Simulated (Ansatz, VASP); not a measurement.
**One calculation of NaF, two programs**

```
Na F
1.0
     3.23988    0.00000    0.00000
    -1.61994    2.80581    0.00000
     0.00000    0.00000    5.67683
Na F
2 2
Direct
  0.00000 0.00000 0.00000
  0.00000 0.00000 0.50000
  0.33333 0.66667 0.25000
  0.66667 0.33333 0.75000
```

Alike in both runs: task single point; functional r2SCAN; k mesh 9 × 9 × 4; no spin polarisation.

|  | VASP | Ansatz |
| --- | --- | --- |
| version | VASP 6.6.1 | Ansatz 0.2.0 |
| potentials or method | VASP PAW PBE potentials, release 64 (Na_pv, F) | plane waves, PAW |
| plane-wave cutoff (eV) | 520 | 500 |
| occupations | gaussian, width 0.01 eV | fixed |
| valence electrons in the cell | 28 | 32 |

|  | VASP | Ansatz | Ansatz less VASP |
| --- | --- | --- | --- |
| gap on the k mesh at the Fermi level (eV) | 6.90 | 6.86 | -0.038 |
| pressure (GPa) | -3.5 | -2.7 | +0.75 |
| traceless stress, the component that is largest in VASP (GPa) | -0.18 | -0.21 | -0.032 |

VASP's potentials were made for PBE, not for r2SCAN. VASP's potentials hold 28 valence electrons a cell and Ansatz's 32, so a difference there can come from the potentials and not from the codes.
